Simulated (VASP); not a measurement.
Crystal: PrAlF.

```
Pr Al F
1.0
     3.65923    0.00000    0.00000
     0.00000    3.65923    0.00000
     0.00000    0.00000    7.74692
Pr Al F
2 2 2
Direct
  0.00000 0.50000 0.65030
  0.50000 0.00000 0.34970
  0.00000 0.50000 0.08390
  0.50000 0.00000 0.91610
  0.00000 0.50000 0.33000
  0.50000 0.00000 0.67000
```

The cell was generated, and may not be a known phase.

- Program: VASP 6.6.1
- Task: relaxation of cell and atoms
- Functional: PBE
- Potentials or basis: VASP PAW PBE potentials, release 64 (Pr_3, Al, F), 4f in core
- Cutoff: 600 eV
- k mesh: 6 × 6 × 2
- Occupations: gaussian, width 0.1 eV
- Spin: no spin polarisation

At the start: pressure 10.3 GPa; volume 17.29 Å³/atom.

**Question.** Where does the relaxation end?

**Answer.** Over 30 steps the energy falls by 556.6 meV/atom and the volume is 18.82 Å³/atom (+8.8 %); space group P4/nmm (No. 129, to 0.1 Å) before and after.

Step by step:
| step | energy change (eV) | largest force (eV/Å) | pressure (GPa) | volume (Å³) |
| --- | --- | --- | --- | --- |
| 1 | 0.0000 | 2.2020 | 10.28 | 103.73 |
| 2 | -0.9889 | 1.0170 | -1.70 | 121.18 |
| 3 | -1.0092 | 0.8909 | -3.40 | 125.22 |
| 4 | -1.3229 | 0.6987 | -1.95 | 120.89 |
| 5 | -1.5530 | 0.6462 | 2.04 | 114.68 |
| 6 | -1.7303 | 0.8089 | 0.80 | 117.33 |
| 7 | -1.8819 | 0.7423 | -0.88 | 121.27 |
| 8 | -1.6899 | 1.3911 | -3.02 | 129.33 |
| 9 | -1.9014 | 0.8185 | -1.46 | 122.94 |
| 10 | -2.0449 | 1.1214 | -0.87 | 121.72 |
| 11 | -2.0875 | 1.4217 | 0.07 | 120.71 |
| 12 | -2.2258 | 1.4975 | 0.35 | 119.99 |
| 13 | -2.3354 | 2.0232 | 1.15 | 118.01 |
| 14 | -2.3559 | 1.6485 | 0.81 | 118.84 |
| 15 | -2.6652 | 1.1326 | -0.93 | 119.33 |
| 16 | -2.7849 | 0.9219 | -2.20 | 119.66 |
| 17 | -2.6846 | 1.4211 | -4.34 | 120.09 |
| 18 | -2.8107 | 1.0407 | -2.85 | 119.80 |
| 19 | -2.9926 | 0.9278 | -0.41 | 114.98 |
| 20 | -3.0557 | 0.7703 | 2.97 | 109.86 |
| 21 | -3.1680 | 0.5536 | 1.35 | 111.44 |
| 22 | -3.1989 | 0.7346 | 0.04 | 113.16 |
| 23 | -3.2624 | 0.5605 | -0.56 | 113.84 |
| 24 | -3.3073 | 0.2513 | -1.01 | 115.40 |
| 25 | -3.3123 | 0.2159 | -1.04 | 114.96 |
| 26 | -3.3322 | 0.1391 | 0.91 | 111.78 |
| 27 | -3.3326 | 0.1492 | 0.68 | 112.15 |
| 28 | -3.3377 | 0.0577 | -0.20 | 112.93 |
| 29 | -3.3388 | 0.0668 | 0.06 | 112.70 |
| 30 | -3.3398 | 0.0394 | -0.02 | 112.90 |

Final structure:
```
Pr Al F
1.0
     3.44213    0.00000    0.00000
     0.00000    3.44213    0.00000
     0.00000    0.00000    9.52898
Pr Al F
2 2 2
Cartesian
  0.0000 1.7211 6.6296
  1.7211 3.4421 2.8994
  0.0000 1.7211 0.6789
  1.7211 0.0000 8.8501
  0.0000 1.7211 4.1053
  1.7211 3.4421 5.4237
```

Caveat: the k points lie up to 0.33 Å⁻¹ apart in the final cell, too coarse for converged energies and pressures of a metal; a cell axis changed by over 15 % at a fixed basis, so the end point is rough; the run has no spin polarisation, though such a crystal can be magnetic.
